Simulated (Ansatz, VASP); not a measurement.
Ti in VASP and in Ansatz

File INCAR:

```
SYSTEM = Ti
ALGO     = Normal         ! electronic algorithm
EDIFF    = 1E-7           ! SCF threshold, eV
EDIFFG   = -0.01          ! ionic threshold
ENCUT    = 600            ! plane-wave cutoff, eV
GGA      = PE             ! functional
IBRION   = 2              ! ionic algorithm
ISIF     = 3              ! what is computed and relaxed
ISMEAR   = 0              ! smearing method
LASPH    = .True.         ! aspherical terms in the spheres
LCHARG   = .False.        ! write CHGCAR
LREAL    = .False.        ! projectors in reciprocal space
LWAVE    = .False.        ! write WAVECAR
NELM     = 100            ! most SCF steps
NSW      = 80             ! ionic steps
PREC     = Accurate       ! precision mode
SIGMA    = 0.1            ! smearing width, eV
```

KPOINTS

```
k-points
0
Gamma
  18 18 18
  0 0 0
```

POSCAR

```
Ti
1.0
   -1.6255823575      1.6255823575      1.6255823575
    1.6255823575     -1.6255823575      1.6255823575
    1.6255823575      1.6255823575     -1.6255823575
Ti
1
Direct
    0.0000000000      0.0000000000      0.0000000000
```

Input for Ansatz:

```yaml
crystal:
  lattice:
    - [-1.6255823575, 1.6255823575, 1.6255823575]
    - [1.6255823575, -1.6255823575, 1.6255823575]
    - [1.6255823575, 1.6255823575, -1.6255823575]
  atoms:
    - { symbol: Ti, position: [0.0, 0.0, 0.0] }
basis:
  ecutwfc: 420
kpoints:
  mp_grid: { grid: [18, 18, 18] }
hamiltonian:
  xc: pbe
scf:
  occupations: { method: gaussian, width: 0.1 }
output:
  forces: true
  stress: true
  eigenvalues: true
relax:
  adjacent_minimum: "off"
  f_tol: 0.01
  max_steps: 60
  cell: { stress_tol: 0.1 }
```

Alike in both runs: task relaxation of cell and atoms; functional PBE; k mesh 18 × 18 × 18; occupations gaussian, width 0.1 eV; no spin polarisation.

|  | VASP | Ansatz |
| --- | --- | --- |
| version | VASP 6.6.1 | Ansatz 0.2.0 |
| potentials or method | VASP PAW PBE potentials, release 64 (Ti_sv), cutoff 600 eV | scalar-relativistic, plane waves, PAW |
| valence electrons in the cell | 12 | 12 |

```csv
,VASP,Ansatz,Ansatz less VASP
"gap on the k mesh at the Fermi level, each at its own relaxed structure (eV)",none,none,-
relaxed volume (Å³/atom),17.21,17.25,+0.043
relaxed length of the cell vector where the two differ most in proportion (Å),2.817,2.819,+0.0023
```

A gap of «none» marks a metal or a gap that the smearing closes.
